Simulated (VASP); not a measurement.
# LiF (I4/mmm) in VASP: notebook

The runs below take LiF through single point, relaxation of cell and atoms, with PBE.

All numbers are computed with VASP 6.6.1; they aren't measurements. Logs are shortened: lines on timing, memory, paths and dates and some standing lists are left out, and cuts for length are marked.

### 1 The cell of the first run

It takes space group I4/mmm (No. 139, tetragonal). Conventional cell: a = 2.846 Å, b = 2.846 Å, c = 12.099 Å, α = 90.00°, β = 90.00°, γ = 90.00°. Li (site symmetry 4/mmm) has 6 F at 1.79 to 2.01 Å within 2.4 Å. Within 2.7 Å of Li (site symmetry 4mm) lie 6 F at 2.05 to 2.15 Å and 4 Li at 2.66 Å. Within 2.4 Å of F (site symmetry 4mm) lie 6 Li at 1.79 to 2.11 Å. Within 2.7 Å of F (site symmetry 4/mmm) lie 6 Li at 2.01 to 2.15 Å and 8 F at 2.69 Å.

### 2 Single point, PBE

INCAR

```
SYSTEM = LiF
PREC = Accurate
ENCUT = 520
EDIFF = 1E-6
ISMEAR = 0
SIGMA = 0.1
LREAL = .FALSE.
LASPH = .TRUE.
NELM = 60
ALGO = Normal
ISIF = 2
LWAVE = .FALSE.
LCHARG = .FALSE.
GGA = PE
NBANDS = 24
```

KPOINTS

```
regular mesh
0
G
  8 8 8
  0 0 0
```

POSCAR

```
LiF
1.0
   -1.4232357500      1.4232357500      6.0494436300
    1.4232357500     -1.4232357500      6.0494436300
    1.4232357500      1.4232357500     -6.0494436300
Li F
3 3
Direct
    0.0000000000      0.0000000000      0.0000000000
    0.6778756600      0.6778756600      0.0000000000
    0.3221243400      0.3221243400      0.0000000000
    0.1476332300      0.1476332300      0.0000000000
    0.8523667700      0.8523667700      0.0000000000
    0.5000000000      0.5000000000      0.0000000000
```

Potentials or basis: VASP PAW PBE potentials, release 64 (Li_sv, F).

Command:

```
$ cat potpaw_PBE.64/Li_sv/POTCAR potpaw_PBE.64/F/POTCAR > POTCAR
$ mpirun -np 1 vasp_std > vasp.out
```

OUTCAR:

```text
SYSTEM = LiF
   PREC = Accurate
   ENCUT = 520
   EDIFF = 1E-6
   ISMEAR = 0
   LREAL = .FALSE.
   LASPH = .TRUE.
   NELM = 60
   ISIF = 2
   GGA = PE

 ion  position               nearest neighbor table
   1  0.000  0.000  0.000-   4 1.79   5 1.79   6 2.01   6 2.01   6 2.01   6 2.01
   2  0.678  0.678  0.000-   4 2.05   4 2.05   4 2.05   4 2.05   5 2.11   6 2.15
   3  0.322  0.322  0.000-   5 2.05   5 2.05   5 2.05   5 2.05   4 2.11   6 2.15
   4  0.148  0.148  0.000-   1 1.79   2 2.05   2 2.05   2 2.05   2 2.05   3 2.11
   5  0.852  0.852  0.000-   1 1.79   3 2.05   3 2.05   3 2.05   3 2.05   2 2.11
   6  0.500  0.500  0.000-   1 2.01   1 2.01   1 2.01   1 2.01   3 2.15   2 2.15

  LATTYP: Found a body centered tetragonal cell.
 ALAT       =     2.8464715000
 C/A-ratio  =     4.2504859999

  Lattice vectors:

 A1 = (  -1.4232357500,   1.4232357500,   6.0494436300)
 A2 = (   1.4232357500,  -1.4232357500,   6.0494436300)
 A3 = (   1.4232357500,   1.4232357500,  -6.0494436300)

Analysis of symmetry for initial positions (statically):
=====================================================================
 Subroutine PRICEL returns:
 Original cell was already a primitive cell.

 Routine SETGRP: Setting up the symmetry group for a
 body centered tetragonal supercell.

 Subroutine GETGRP returns: Found 16 space group operations
 (whereof 16 operations were pure point group operations)
 out of a pool of 16 trial point group operations.

The static configuration has the point symmetry D_4h.

Analysis of symmetry for dynamics (positions and initial velocities):
=====================================================================
 Subroutine PRICEL returns:
 Original cell was already a primitive cell.

 Routine SETGRP: Setting up the symmetry group for a
 body centered tetragonal supercell.

 Subroutine GETGRP returns: Found 16 space group operations
 (whereof 16 operations were pure point group operations)
 out of a pool of 16 trial point group operations.

The dynamic configuration has the point symmetry D_4h.

 Subroutine INISYM returns: Found 16 space group operations
 (whereof 16 operations are pure point group operations),
 and found     1 'primitive' translations

----------------------------------------------------------------------------------------

                                     Primitive cell

  volume of cell :      49.0150

  direct lattice vectors                    reciprocal lattice vectors
    -1.423235750  1.423235750  6.049443630     0.000000000  0.351312142  0.082652229
     1.423235750 -1.423235750  6.049443630     0.351312142  0.000000000  0.082652229
     1.423235750  1.423235750 -6.049443630     0.351312142  0.351312142  0.000000000

  length of vectors
     6.375497489  6.375497489  6.375497489     0.360903882  0.360903882  0.496830396

  position of ions in fractional coordinates (direct lattice)
     0.000000000  0.000000000  0.000000000
     0.677875660  0.677875660  0.000000000
     0.322124340  0.322124340  0.000000000
     0.147633230  0.147633230  0.000000000
     0.852366770  0.852366770  0.000000000
     0.500000000  0.500000000  0.000000000

  ion indices of the primitive-cell ions
   primitive index   ion index
                 1           1
                 2           2
                 3           3
                 4           4
                 5           5
                 6           6

----------------------------------------------------------------------------------------

 KPOINTS: regular mesh

Automatic generation of k-mesh.
 Grid dimensions read from file:
 generate k-points for:    8    8    8

 Generating k-lattice:

  Cartesian coordinates                     Fractional coordinates (reciprocal lattice)
     0.000000000  0.043914018  0.010331529     0.125000000  0.000000000  0.000000000
     0.043914018  0.000000000  0.010331529     0.000000000  0.125000000  0.000000000
     0.043914018  0.043914018  0.000000000     0.000000000  0.000000000  0.125000000

  Length of vectors
     0.045112985  0.045112985  0.062103799

  Shift w.r.t. Gamma in fractional coordinates (k-lattice)
     0.000000000  0.000000000  0.000000000

 Subroutine IBZKPT returns following result:
 ===========================================

 Found     59 irreducible k-points:

 Following reciprocal coordinates:
            Coordinates               Weight
  0.000000  0.000000  0.000000      1.000000
  0.125000  0.000000  0.000000      8.000000
  0.250000  0.000000  0.000000      8.000000
  0.375000  0.000000 -0.000000      8.000000
  0.500000  0.000000  0.000000      4.000000
  0.125000  0.125000  0.000000      8.000000
[... 16 lines left out ...]
  0.250000  0.125000  0.125000     16.000000
  0.375000  0.125000  0.125000      8.000000
 [... further k-points ...]
   k-points           NKPTS =     59   k-points in BZ     NKDIM =     59   number of bands    NBANDS=     24
   number of dos      NEDOS =    301   number of ions     NIONS =      6
   total plane-waves  NPLWV = 110592
   dimension x,y,z NGX =    48 NGY =   48 NGZ =   48
   dimension x,y,z NGXF=    96 NGYF=   96 NGZF=   96
   ions per type =               3   3
   NGX,Y,Z   is equivalent  to a cutoff of  12.52, 12.52, 12.52 a.u.
   NGXF,Y,Z  is equivalent  to a cutoff of  25.03, 25.03, 25.03 a.u.
 SYSTEM =  LiF
   PREC   = accura    normal or accurate (medium, high low for compatibility)
   ISTART =      0    job   : 0-new  1-cont  2-samecut
   ICHARG =      2    charge: 1-file 2-atom 10-const
   ISPIN  =      1    spin polarized calculation?
   LNONCOLLINEAR =      F non collinear calculations
   LSORBIT =      F    spin-orbit coupling
   LASPH  =      T    aspherical Exc in radial PAW
   ENCUT  =  520.0 eV  38.22 Ry    6.18 a.u.  11.85 11.85 11.85*2*pi/ulx,y,z
   NELM   =     60;   NELMIN=  2; NELMDL= -5     # of ELM steps
   EDIFF  = 0.1E-05   stopping-criterion for ELM
   LREAL  =      F    real-space projection
   EDIFFG = 0.1E-04   stopping-criterion for IOM
   NSW    =      0    number of steps for IOM
   IBRION =     -1    ionic relax: 0-MD 1-quasi-New 2-CG
   NFREE  =      0    steps in history (QN), initial steepest desc. (CG)
   ISIF   =      2    stress and relaxation
   ISYM   =      2    0-nonsym 1-usesym 2-fastsym
   POTIM  = 0.5000    time-step for ionic-motion
   TEBEG  =    0.0;   TEEND  =   0.0 temperature during run
   PSTRESS=    0.0 pullay stress
   NELECT =      30.0000    total number of electrons
   NUPDOWN=      -1.0000    fix difference up-down
   EMIN   =  10.00;   EMAX   =-10.00  energy-range for DOS
   EFERMI =   0.00;   METHOD = LEGACY
   ISMEAR =     0;   SIGMA  =   0.10  broadening in eV -4-tet -1-fermi 0-gaus
   EFERMI_NEDOS =   21; number of points for ismear=-14 and -15
   IALGO  =     38    algorithm
   IMIX   =      4    mixing-type and parameters
     AMIX     =   0.40;   BMIX     =  1.00
     AMIX_MAG =   1.60;   BMIX_MAG =  1.00
  volume/ion in A,a.u.               =       8.17        55.13
  Fermi-wavevector in a.u.,A,eV,Ry     =   1.389970  2.626663 26.286696  1.932018
  Thomas-Fermi vector in A             =   2.513950
   LORBIT       =      0    0 simple, 1 ext, 2 COOP (PROOUT), +10 PAW based schemes
   GGA     = PE    functional components
   LHFCALC =     F    Hartree Fock is set to
   AEXX    =    0.0000 exact exchange contribution
   IVDW    =     0    specifies the selected vdW correction
   LEPSILON=     F    determine dielectric tensor
   LRPA    =     F    only Hartree local field effects (RPA)
 non-spin polarized calculation
 Gauss-broadening in eV      SIGMA  =   0.10
  energy-cutoff  :      520.00
  volume of cell :       49.02
 maximum number of plane-waves:      1347
   NGX = 23   NGY = 23   NGZ = 23

 number of electron      30.0000009 magnetization

 Free energy of the ion-electron system (eV)
  ---------------------------------------------------
  ext. energy  EPLUGINS =         0.00000000
  ---------------------------------------------------
  free energy    TOTEN  =       -28.14219257 eV

  energy without entropy =      -28.14219257  energy(sigma->0) =      -28.14219257

 E-fermi :   0.6361     XC(G=0):  -9.9881

 val. band max:        0.1149619865   @ k =   0.5000   0.0000   0.0000
 cond. band min:       6.9867740702   @ k =   0.0000   0.0000   0.0000
 fundamental gap:      6.8718120836
 Fermi energy:         0.6361194523

 k-point     1 :       0.0000    0.0000    0.0000
  band No.  band energies     occupation
      1     -42.7877      2.00000
      2     -42.7257      2.00000
      3     -40.5677      2.00000
      4     -21.2085      2.00000
      5     -21.0765      2.00000
      6     -19.2149      2.00000
[... 16 lines left out ...]
     23      17.0685      0.00000
     24      19.5607      0.00000

 k-point     2 :       0.1250    0.0000    0.0000
  band No.  band energies     occupation
      1     -42.7824      2.00000
      2     -42.7252      2.00000
      3     -40.5646      2.00000
      4     -21.1760      2.00000
      5     -21.0598      2.00000
      6     -19.2068      2.00000
[... 16 lines left out ...]
     23      18.6863      0.00000
     24      19.6373      0.00000

 k-point     3 :       0.2500    0.0000    0.0000
  band No.  band energies     occupation
      1     -42.7690      2.00000
      2     -42.7251      2.00000
      3     -40.5572      2.00000
      4     -21.0976      2.00000
      5     -21.0192      2.00000
      6     -19.1905      2.00000
[... 16 lines left out ...]
     23      18.1377      0.00000
     24      19.4679      0.00000

 k-point     4 :       0.3750    0.0000   -0.0000
  band No.  band energies     occupation
      1     -42.7521      2.00000
      2     -42.7284      2.00000
      3     -40.5498      2.00000
      4     -21.0202      2.00000
      5     -20.9723      2.00000
      6     -19.1769      2.00000
[... 16 lines left out ...]
     23      18.0426      0.00000
     24      18.3153      0.00000

 k-point     5 :       0.5000    0.0000    0.0000
  band No.  band energies     occupation
      1     -42.7375      2.00000
      2     -42.7373      2.00000
      3     -40.5466      2.00000
      4     -20.9919      2.00000
      5     -20.9476      2.00000
      6     -19.1721      2.00000
[... 16 lines left out ...]
     23      17.5697      0.00000
     24      17.8856      0.00000

 k-point     6 :       0.1250    0.1250    0.0000
  band No.  band energies     occupation
      1     -42.7775      2.00000
      2     -42.7247      2.00000
      3     -40.5616      2.00000
      4     -21.1443      2.00000
      5     -21.0411      2.00000
      6     -19.1948      2.00000
[... 16 lines left out ...]
     23      19.3551      0.00000
     24      19.4694      0.00000
[... 379 lines left out ...]
 k-point    21 :       0.5000    0.5000    0.0000
  band No.  band energies     occupation
      1     -42.7220      2.00000
      2     -42.7219      2.00000
      3     -40.5300      2.00000
      4     -20.7596      2.00000
      5     -20.7130      2.00000
      6     -18.9238      2.00000
[... 16 lines left out ...]
     23      16.0414      0.00000
     24      17.2543      0.00000

 k-point    22 :       0.1250    0.1250    0.1250
  band No.  band energies     occupation
      1     -42.7538      2.00000
      2     -42.7228      2.00000
      3     -40.5477      2.00000
      4     -20.9828      2.00000
      5     -20.9341      2.00000
      6     -19.1201      2.00000
[... 16 lines left out ...]
     23      18.0894      0.00000
     24      18.0990      0.00000

 k-point    23 :       0.2500    0.1250    0.1250
  band No.  band energies     occupation
      1     -42.7406      2.00000
      2     -42.7238      2.00000
      3     -40.5411      2.00000
      4     -20.9071      2.00000
      5     -20.8647      2.00000
      6     -19.0707      2.00000
[... 16 lines left out ...]
     23      17.1995      0.00000
     24      17.7467      0.00000

 k-point    24 :       0.3750    0.1250    0.1250
  band No.  band energies     occupation
      1     -42.7297      2.00000
      2     -42.7296      2.00000
      3     -40.5383      2.00000
      4     -20.8778      2.00000
      5     -20.8326      2.00000
      6     -19.0504      2.00000
[... 16 lines left out ...]
     23      16.9233      0.00000
     24      17.4775      0.00000

 [... further k-points ...]

------------------------ aborting loop because EDIFF is reached ----------------------------------------

  FORCE on cell =-STRESS in cart. coord.  units (eV):
  Direction    XX          YY          ZZ          XY          YZ          ZX
  --------------------------------------------------------------------------------------
  -------------------------------------------------------------------------------------
  Total        1.0582805      1.0582805      1.1534958      0.0000000      0.0000000     -0.0000000
  in kB       34.5925258     34.5925258     37.7048734      0.0000000      0.0000000     -0.0000000
  external PRESSURE =      35.6299750 kB  Pullay stress =       0.0000000 kB

 VOLUME and BASIS-vectors are now :
 -----------------------------------------------------------------------------
  energy-cutoff  :      520.00
  volume of cell :       49.02
      direct lattice vectors                 reciprocal lattice vectors
    -1.423235750  1.423235750  6.049443630     0.000000000  0.351312142  0.082652229
     1.423235750 -1.423235750  6.049443630     0.351312142  0.000000000  0.082652229
     1.423235750  1.423235750 -6.049443630     0.351312142  0.351312142  0.000000000

 POSITION                                       TOTAL-FORCE (eV/Angst)
 -----------------------------------------------------------------------------------
      0.00000      0.00000      0.00000         0.000000      0.000000      0.000000
      0.00000      0.00000      8.20154         0.000000      0.000000     -1.339575
      0.00000      0.00000      3.89735        -0.000000     -0.000000      1.339575
      0.00000      0.00000      1.78620         0.000000      0.000000      2.670298
      0.00000      0.00000     10.31269        -0.000000     -0.000000     -2.670298
      0.00000      0.00000      6.04944         0.000000      0.000000      0.000000
 -----------------------------------------------------------------------------------
    total drift:                                0.000000      0.000000     -0.000000

  FREE ENERGIE OF THE ION-ELECTRON SYSTEM (eV)
  ---------------------------------------------------
  free  energy   TOTEN  =       -28.1421925740 eV

  energy  without entropy=      -28.1421925740  energy(sigma->0) =      -28.14219257
```

Wall time 4.5 min (1 thread of Intel Xeon 8259CL, shared host); peak memory 0.32 GiB.

What came out:

| Property | Result |
| --- | --- |
| Free energy | -28.1422 eV |
| Largest force | 2.670 eV/Å |
| Band gap on the k mesh | 6.87 eV (least direct gap 6.98 eV) |

Forces in eV/Å, atoms in the order of the input:
```
Li   0.000  0.000  0.000
Li   0.000  0.000 -1.340
Li   0.000  0.000  1.340
F    0.000  0.000  2.670
F    0.000  0.000 -2.670
F    0.000  0.000  0.000
```

Levels at points of the mesh, in eV from the valence-band top:
```tsv
k point	band 13	band 14	band 15	band 16	band 17	band 18
(0.00, 0.00, 0.00)	-0.62	-0.11	-0.11	6.87	11.18	12.28
(0.50, 0.00, 0.00)	-1.11	-0.44	0.00	8.56	8.90	11.90
(0.50, 0.50, 0.00)	-1.44	-1.29	-0.69	10.64	10.65	15.24
(0.50, 0.50, 0.50)	-0.83	-0.13	-0.13	7.13	9.96	13.57
```

Caveat: the cutoff is under 1.25 times the usual one of these potentials, so pressure, stress and relaxed cells hold a basis-set (Pulay) error; forces of over 1 eV/Å act on the atoms, so gaps and moduli don't describe the material at rest.

(Part 1 of 2 ends here.)
